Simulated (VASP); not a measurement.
# KCl (Fmmm) in VASP: a series of runs, part 2 of 2

VASP 6.6.1. The steps go on from the part before.

## 3. Single point, r2SCAN (strain +0.0375 x Voigt [1, -1, 0, 0, 0, 0])

Contents of POSCAR:

```
KCl
1.0
    0.0000000000      3.0377462500      3.1561000000
    3.2744537500      0.0000000000      3.1561000000
    3.2744537500      3.0377462500      0.0000000000
K Cl
1 1
Direct
    0.0000000000      0.0000000000      0.0000000000
    0.5000000000      0.5000000000      0.5000000000
```

Contents of INCAR.step1:

```
SYSTEM = KCl
PREC = Accurate
ENCUT = 550
ISMEAR = 0
SIGMA = 0.05
LREAL = .False.
LASPH = .True.
NELM = 120
NBANDS = 15
GGA = PE
ALGO = Normal
EDIFF = 1E-5
LWAVE = .True.
LCHARG = .False.
GGA_COMPAT = .False.
```

Contents of INCAR.step2:

```
SYSTEM = KCl
PREC = Accurate
ENCUT = 550
EDIFF = 1E-6
ISMEAR = 0
SIGMA = 0.05
LREAL = .False.
LASPH = .True.
NELM = 120
ALGO = Normal
ISIF = 2
LWAVE = .False.
LCHARG = .True.
METAGGA = R2SCAN
LMIXTAU = .True.
LELF = .True.
LVHAR = .True.
NBANDS = 15
ISTART = 1
GGA_COMPAT = .False.
```

Contents of KPOINTS:

```
Automatic mesh
0
Gamma
  6 6 6
  0 0 0
```

Potentials or basis: VASP PAW PBE potentials, release 64 (K_sv, Cl).

Run with:

```bash
cat potpaw_PBE.64/K_sv/POTCAR potpaw_PBE.64/Cl/POTCAR > POTCAR
cp INCAR.step1 INCAR
mpirun -np 1 vasp_std > vasp.out
cp INCAR.step2 INCAR
mpirun -np 1 vasp_std > vasp.out
```

It took 87 s on 1 thread of Intel Xeon 6975P-C (Granite Rapids), shared host; peak memory 0.24 GiB.

It converged, with:

```yaml
Free_energy: -16.4851 eV
Pressure: 0.1 GPa
Band_gap_on_the_k_mesh: 5.75 eV, direct
```

Stress tensor (GPa, compression positive):
```
-1.29  0.00  0.00
 0.00  1.72  0.00
 0.00  0.00 -0.15
```

Levels at points of the mesh, in eV from the valence-band top:
| k point | band 4 | band 5 | band 6 | band 7 | band 8 | band 9 | band 10 | band 11 | band 12 | band 13 |
| --- | --- | --- | --- | --- | --- | --- | --- | --- | --- | --- |
| (0.00, 0.00, 0.00) | -11.00 | -11.00 | -0.06 | -0.03 | 0.00 | 5.75 | 8.77 | 9.01 | 9.25 | 9.89 |
| (0.50, 0.00, 0.00) | -11.00 | -10.76 | -1.07 | -0.36 | -0.35 | 8.07 | 9.16 | 11.24 | 11.32 | 11.86 |
| (0.50, 0.50, 0.00) | -11.07 | -11.05 | -0.70 | -0.25 | -0.25 | 7.03 | 9.12 | 10.60 | 11.11 | 11.52 |
| (0.50, 0.00, 0.50) | -11.07 | -11.06 | -0.62 | -0.31 | -0.30 | 6.94 | 9.20 | 10.83 | 11.17 | 11.56 |
| (0.00, 0.50, 0.50) | -11.05 | -11.04 | -0.75 | -0.21 | -0.20 | 7.08 | 9.12 | 10.38 | 11.01 | 11.50 |

Caveat: the cell differs from its parent crystal (strain +0.0375 x Voigt [1, -1, 0, 0, 0, 0]); the PAW data sets were made with another functional, which shifts forces and pressure a little.

## 4. Single point, r2SCAN (strain +0.0225 x Voigt [1, -1, 0, 0, 0, 0])

Contents of POSCAR:

```
KCl
1.0
    0.0000000000      3.0850877500      3.1561000000
    3.2271122500      0.0000000000      3.1561000000
    3.2271122500      3.0850877500      0.0000000000
K Cl
1 1
Direct
    0.0000000000      0.0000000000      0.0000000000
    0.5000000000      0.5000000000      0.5000000000
```

Contents of INCAR.step1:

```
PREC = Accurate
ENCUT = 550
ISMEAR = 0
SIGMA = 0.05
LREAL = F
LASPH = T
NELM = 120
NBANDS = 15
GGA = PE
ALGO = Normal
EDIFF = 1E-5
LWAVE = T
LCHARG = F
GGA_COMPAT = F
```

Contents of INCAR.step2:

```
PREC = Accurate
ENCUT = 550
EDIFF = 1E-6
ISMEAR = 0
SIGMA = 0.05
LREAL = F
LASPH = T
NELM = 120
ALGO = Normal
ISIF = 2
LWAVE = F
LCHARG = F
METAGGA = R2SCAN
LMIXTAU = T
NBANDS = 15
ISTART = 1
GGA_COMPAT = F
```

Contents of KPOINTS:

```
regular mesh
0
Gamma
  6 6 6
```

Potentials or basis: VASP PAW PBE potentials, release 64 (K_sv, Cl).

Run with:

```bash
cat potpaw_PBE.64/K_sv/POTCAR potpaw_PBE.64/Cl/POTCAR > POTCAR
cp INCAR.step1 INCAR
mpirun -np 1 vasp_std > vasp.out
cp INCAR.step2 INCAR
mpirun -np 1 vasp_std > vasp.out
```

OUTCAR:

```text
PREC = Accurate
   ENCUT = 550
   EDIFF = 1E-6
   ISMEAR = 0
   LREAL = F
   LASPH = T
   NELM = 120
   ISIF = 2
   METAGGA = R2SCAN
   ISTART = 1

 ion  position               nearest neighbor table
   1  0.000  0.000  0.000-   2 3.09   2 3.09   2 3.16   2 3.16   2 3.23   2 3.23
   2  0.500  0.500  0.500-   1 3.09   1 3.09   1 3.16   1 3.16   1 3.23   1 3.23

  LATTYP: Found a face centered orthorhombic cell.
 ALAT       =     6.1701755000
 B/A-ratio  =     1.0230179028
 C/A-ratio  =     1.0460358056

[... 611 lines left out ...]
      8      -2.6133      2.00000
      9       5.7831      0.00000
     10       6.1528      0.00000
     11       8.3879      0.00000
     12       9.0432      0.00000
     13       9.1492      0.00000
     14       9.6881      0.00000
     15      10.3930      0.00000

 [... further k-points ...]
[... 5 lines left out ...]
  --------------------------------------------------------------------------------------
  -------------------------------------------------------------------------------------
  Total       -0.3556172      0.3360566     -0.0607696      0.0000000     -0.0000000      0.0000000
  in kB       -9.0663180      8.5676295     -1.5492978      0.0000000     -0.0000000      0.0000000
  external PRESSURE =      -0.6826621 kB  Pullay stress =       0.0000000 kB

 VOLUME and BASIS-vectors are now :
 -----------------------------------------------------------------------------
  energy-cutoff  :      550.00
  volume of cell :       62.84
      direct lattice vectors                 reciprocal lattice vectors
     0.000000000  3.085087750  3.156100000    -0.154937282  0.162069944  0.158423371
     3.227112250  0.000000000  3.156100000     0.154937282 -0.162069944  0.158423371
     3.227112250  3.085087750  0.000000000     0.154937282  0.162069944 -0.158423371

 POSITION                                       TOTAL-FORCE (eV/Angst)
 -----------------------------------------------------------------------------------
      0.00000      0.00000      0.00000         0.000000     -0.000000     -0.000000
      3.22711      3.08509      3.15610        -0.000000      0.000000      0.000000
 -----------------------------------------------------------------------------------
    total drift:                                0.000000      0.000000      0.000000

  FREE ENERGIE OF THE ION-ELECTRON SYSTEM (eV)
  ---------------------------------------------------
  free  energy   TOTEN  =       -16.4991958580 eV

  energy  without entropy=      -16.4991958580  energy(sigma->0) =      -16.49919586
```

OSZICAR.step1:

```text
N       E                     dE             d eps       ncg     rms          rms(c)
DAV:   1     0.106903160646E+03    0.10690E+03   -0.72875E+03  1380   0.998E+02
DAV:   2    -0.264840863119E+00   -0.10717E+03   -0.98519E+02  1766   0.244E+02
DAV:   3    -0.683405379905E+01   -0.65692E+01   -0.65318E+01  1891   0.533E+01
DAV:   4    -0.709254431587E+01   -0.25849E+00   -0.25843E+00  2080   0.947E+00
DAV:   5    -0.709449503308E+01   -0.19507E-02   -0.19507E-02  1947   0.935E-01    0.332E+00
DAV:   6    -0.680088128038E+01    0.29361E+00   -0.42824E-01  1723   0.328E+00    0.271E+00
DAV:   7    -0.678550984885E+01    0.15371E-01   -0.10389E-01  1884   0.182E+00    0.156E+00
DAV:   8    -0.679781288779E+01   -0.12303E-01   -0.16730E-02  1737   0.958E-01    0.172E-01
DAV:   9    -0.679862193495E+01   -0.80905E-03   -0.95024E-04  1856   0.194E-01    0.970E-02
DAV:  10    -0.679920226357E+01   -0.58033E-03   -0.59923E-04  1457   0.155E-01    0.189E-02
DAV:  11    -0.679920741718E+01   -0.51536E-05   -0.20269E-05  1897   0.256E-02
   1 F= -.67992074E+01 E0= -.67992074E+01  d E =-.177055E-10
```

Run time: 66 s. Hardware: 1 thread of Intel Xeon 6975P-C (Granite Rapids), shared host; peak memory 0.23 GiB.

What came out:

- Free energy: -16.4992 eV
- Pressure: -0.1 GPa
- Band gap on the k mesh: 5.77 eV, direct

Levels at points of the mesh, in eV from the valence-band top:
```
           k point  band 4  band 5  band 6  band 7  band 8  band 9  band 10  band 11  band 12  band 13
(0.00, 0.00, 0.00)  -10.99  -10.99   -0.03   -0.02    0.00    5.77     8.87     9.02     9.16     9.96
(0.50, 0.00, 0.00)  -11.00  -10.77   -1.05   -0.34   -0.33    8.09     9.18    11.26    11.31    11.97
(0.50, 0.50, 0.00)  -11.05  -11.04   -0.68   -0.24   -0.24    7.03     9.15    10.62    11.10    11.52
(0.50, 0.00, 0.50)  -11.06  -11.05   -0.64   -0.27   -0.27    6.98     9.18    10.75    11.14    11.54
(0.00, 0.50, 0.50)  -11.04  -11.04   -0.71   -0.22   -0.21    7.06     9.14    10.48    11.04    11.50
```

Caveat: the cell differs from its parent crystal (strain +0.0225 x Voigt [1, -1, 0, 0, 0, 0]); the PAW data sets were made with another functional, which shifts forces and pressure a little.

## 5. The runs side by side

```tsv
cell	gap on the mesh (eV)	pressure (GPa)
a = 4.348, b = 4.582, c = 4.470 Å, angles 57.4, 62.6, 60.0°, 2 atoms	5.72	0.4
a = 4.381, b = 4.548, c = 4.467 Å, angles 58.1, 61.9, 60.0°, 2 atoms	5.75	0.1
a = 4.413, b = 4.514, c = 4.465 Å, angles 58.9, 61.1, 60.0°, 2 atoms	5.77	-0.1
```

Alike in all rows: task single point; level r2SCAN; potentials or basis VASP PAW PBE potentials, release 64 (K_sv, Cl); no spin polarisation; k mesh 6 × 6 × 6; cutoff (eV) 550; smearing gaussian 0.05 eV.

Caveats: the PAW data sets were made with another functional, which shifts forces and pressure a little.

Absolute energies hang on the potentials; compare differences alone.
